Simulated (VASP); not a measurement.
Input of a VASP 6.6.1 run:

File INCAR:

```
PREC = Accurate ; ENCUT = 520
EDIFF = 1E-7 ; ISMEAR = -1
SIGMA = 0.08 ; LREAL = F
LASPH = T ; NELM = 80
ALGO = Normal ; ISIF = 2
LWAVE = F ; LCHARG = F
GGA = CA ; NBANDS = 16
```

Contents of KPOINTS:

```
regular mesh
0
Gamma
  9 9 9
```

File POSCAR:

```
GaSb
1.0
    0.0000000000      3.1489585455      3.1489585455
    3.1489585455      0.0000000000      3.1489585455
    3.1489585455      3.1489585455      0.0000000000
Ga Sb
1 1
Direct
    0.0000000000      0.0000000000      0.0000000000
    0.2500000000      0.2500000000      0.2500000000
```

Potentials or basis: VASP PAW LDA potentials, release 64 (Ga_d, Sb).

Command:

```sh
$ cat potpaw_LDA.64/Ga_d/POTCAR potpaw_LDA.64/Sb/POTCAR > POTCAR
$ mpirun -np 1 vasp_std > vasp.out
```

(1) Estimate the pressure.

(2) Estimate the band gap on the k mesh.

## Answers

(1) -4.9 GPa.

(2) zero (filled and empty bands touch).

Caveat: spin-orbit coupling is left out, which moves the levels of the heavy elements.
